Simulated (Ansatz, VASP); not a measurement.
# One calculation of C, two programs

The input INCAR:

```
SYSTEM = C
PREC = Accurate
ENCUT = 600
EDIFF = 1E-6
ISMEAR = 1
SIGMA = 0.1
LREAL = .False.
LASPH = .True.
NELM = 200
ALGO = Normal
ISIF = 2
LWAVE = .False.
LCHARG = .True.
ISPIN = 2
MAGMOM = 0.75 -0.25 0.75 -0.25
LORBIT = 11
NUPDOWN = 1.0
GGA = LIBXC
LIBXC1 = GGA_X_RPBE
LIBXC2 = GGA_C_LYP
LELF = .True.
LVHAR = .True.
NBANDS = 20
GGA_COMPAT = .False.
```

File KPOINTS:

```
regular mesh
0
Gamma
  12 12 12
  0 0 0
```

POSCAR

```
C
1.0
    1.2494161177      0.7213507319      8.3916093787
   -1.2494161177      0.7213507319      8.3916093787
    0.0000000000     -1.4427014637      8.3916093787
C
4
Direct
    0.0871730800      0.0871730800      0.0871730800
    0.7538500600      0.7538500600      0.7538500600
    0.2461499400      0.2461499400      0.2461499400
    0.9128269200      0.9128269200      0.9128269200
```

The input input.yaml:

```yaml
crystal:
  lattice:
    - [1.2494161177, 0.7213507319, 8.3916093787]
    - [-1.2494161177, 0.7213507319, 8.3916093787]
    - [0.0, -1.4427014637, 8.3916093787]
  atoms:
    - { symbol: C, position: [0.08717308, 0.08717308, 0.08717308], spin: 0.75 }
    - { symbol: C, position: [0.75385006, 0.75385006, 0.75385006], spin: -0.25 }
    - { symbol: C, position: [0.24614994, 0.24614994, 0.24614994], spin: 0.75 }
    - { symbol: C, position: [0.91282692, 0.91282692, 0.91282692], spin: -0.25 }
kpoints:
  mp_grid: { grid: [12, 12, 12] }
scf:
  occupations: { method: cold, width: 0.1 }
hamiltonian:
  xc: { exchange: rpbe, correlation: lyp }
  pseudopotentials: { kind: all_electron, lapw: { basis_error: 0.001 } }
magnetization:
  spin_polarized: true
  initial_magnetization: 1.0
  spin_locking: { lock_magnetization: hard }
output:
  forces: true
  stress: true
  eigenvalues: true
```

Change from the starting cell: volume scaled by 1.04.

Alike in both runs: task single point; functional rpbe exchange, lyp correlation; k mesh 12 × 12 × 12; collinear spin; fixed moment 1 μB.

```csv
,VASP,Ansatz
version,VASP 6.6.1,Ansatz 0.2.0
potentials or method,"VASP PAW PBE potentials, release 64 (C), cutoff 600 eV","all-electron LAPW, scalar-relativistic"
occupations,"methfessel-paxton of order 1, width 0.1 eV","cold, width 0.1 eV"
```

```csv
,VASP,Ansatz,Ansatz less VASP
pressure (GPa),0.7,1.0,+0.25
"traceless stress, the component that is largest in VASP (GPa)",-0.55,-0.50,+0.050
rms of the force components (eV/Å),0.004,0.004,+0.0005
size of the moment on the site where the two differ most (μB),0.13,0.11,-0.018
```

VASP's potentials were made for PBE, not for rpbe exchange, lyp correlation. Site moments also hang on the region over which each program counts them. Atom by atom the forces differ by 0.001 eV/Å (rms over components). Ansatz ran all-electron here, and VASP with PAW potentials.
